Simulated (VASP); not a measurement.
Nb: single point with PBEsol

Crystal: Nb.

```
Nb
1.0
    -1.63603    1.63603    1.63603
     1.63603   -1.63603    1.63603
     1.63603    1.63603   -1.63603
Nb
1
Direct
  0.00000 0.00000 0.00000
```

| Property | Result |
| --- | --- |
| Program | VASP 6.6.1 |
| Task | single point |
| Functional | PBEsol |
| Potentials or basis | VASP PAW PBE potentials, release 64 (Nb_sv) |
| Cutoff | 520 eV |
| k mesh | 11 × 11 × 11 |
| Occupations | fermi-dirac, width 0.05 eV |
| Spin | no spin polarisation |

* Pressure: 0.5 GPa

Levels at points of the mesh, in eV from the Fermi level:
```tsv
k point	band 4	band 5	band 6	band 7	band 8	band 9
(0.00, 0.00, 0.00)	-29.45	-5.98	0.40	0.40	0.40	3.40
```

It took 20 s on 1 thread of AMD EPYC 7R43 64-Core Processor (Zen 3), with other jobs on the host, peak memory 0.11 GiB.

Caveat: the PAW data sets were made with another functional, which shifts forces and pressure a little.
